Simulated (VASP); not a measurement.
Crystal: Li3ZrN2.

```
Li Zr N
1.0
     5.14017    0.00000    0.00000
    -2.57009    4.45152    0.00000
     0.00000    0.00000    2.94453
Li Zr N
3 1 2
Direct
  0.50000 0.00000 0.50000
  0.50000 0.50000 0.50000
  0.00000 0.50000 0.50000
  0.00000 0.00000 0.00000
  0.33333 0.66667 0.00000
  0.66667 0.33333 0.00000
```

The cell was generated, and may not be a known phase.

```yaml
Program: VASP 6.6.1
Task: relaxation of cell and atoms
Functional: PBE
Potentials_or_basis: VASP PAW PBE potentials, release 64 (Li_sv, Zr_sv, N)
Cutoff: 600 eV
k_mesh: 6 × 6 × 6
Occupations: gaussian, width 0.1 eV
Spin: no spin polarisation
```

At the start: pressure -9.1 GPa; volume 11.23 Å³/atom.

Where does the relaxation end?

Over 10 steps the energy falls by 198.7 meV/atom and the volume is 9.51 Å³/atom (-15.3 %); space group P6/mmm (No. 191, to 0.1 Å) before and after.

The path:
```csv
step,energy change (eV),largest force (eV/Å),pressure (GPa),volume (Å³)
1,0.0000,0.0000,-9.09,67.38
2,-0.5710,0.0000,-4.18,61.29
3,0.2565,0.0000,45.77,44.55
4,-0.8534,0.0000,2.55,56.55
5,-0.9022,0.0000,8.78,53.58
6,-1.1050,0.0000,8.29,53.43
7,-1.1053,0.0000,8.27,53.43
8,-1.1922,0.0000,-0.44,57.24
9,-1.1925,0.0000,0.04,56.99
10,-1.1925,0.0000,-0.11,57.07
```

Final structure:
```
Li Zr N
1.0
     4.50561    0.00000    0.00000
    -2.25281    3.90198    0.00000
     0.00000    0.00000    3.24594
Li Zr N
3 1 2
Direct
  0.50000 0.00000 0.50000
  0.50000 0.50000 0.50000
  0.00000 0.50000 0.50000
  0.00000 0.00000 0.00000
  0.33333 0.66667 0.00000
  0.66667 0.33333 0.00000
```

Caveat: the cutoff is under 1.25 times the usual one of these potentials, so pressure, stress and relaxed cells hold a basis-set (Pulay) error; the volume moved by over 15 % at a fixed basis, so the end points are rough.
